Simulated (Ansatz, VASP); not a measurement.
Al2Cu: VASP beside Ansatz

```
Al Cu
1.0
    -2.02463    2.02463    2.86301
     2.02463   -2.02463    2.86301
     2.02463    2.02463   -2.86301
Al Cu
2 1
Direct
  0.75000 0.22530 0.47530
  0.25000 0.77470 0.52470
  0.50000 0.50000 0.00000
```

Change from the starting cell: mode 7 (289.8 1/cm) frozen in, largest displacement -0.100 Å.

Alike in both runs: task single point; functional PBEsol; k mesh 16 × 16 × 16; occupations gaussian, width 0.15 eV; no spin polarisation.

```csv
,VASP,Ansatz
version,VASP 6.6.1,Ansatz 0.2.0
potentials or method,"VASP PAW PBE potentials, release 64 (Al, Cu), cutoff 520 eV","scalar-relativistic, plane waves, PAW"
valence electrons in the cell,17,25
```

|  | VASP | Ansatz | Ansatz less VASP |
| --- | --- | --- | --- |
| gap on the k mesh at the Fermi level (eV) | none | none | - |
| pressure (GPa) | 1.2 | 0.9 | -0.32 |
| traceless stress, the component that is largest in VASP (GPa) | 3.50 | 3.48 | -0.026 |
| rms of the force components (eV/Å) | 0.398 | 0.397 | -0.0012 |

VASP's potentials were made for PBE, not for PBEsol. Atom by atom the forces differ by 0.001 eV/Å (rms over components). A gap of «none» marks a metal or a gap that the smearing closes. VASP's potentials hold 17 valence electrons a cell and Ansatz's 25, so a difference there can come from the potentials and not from the codes.
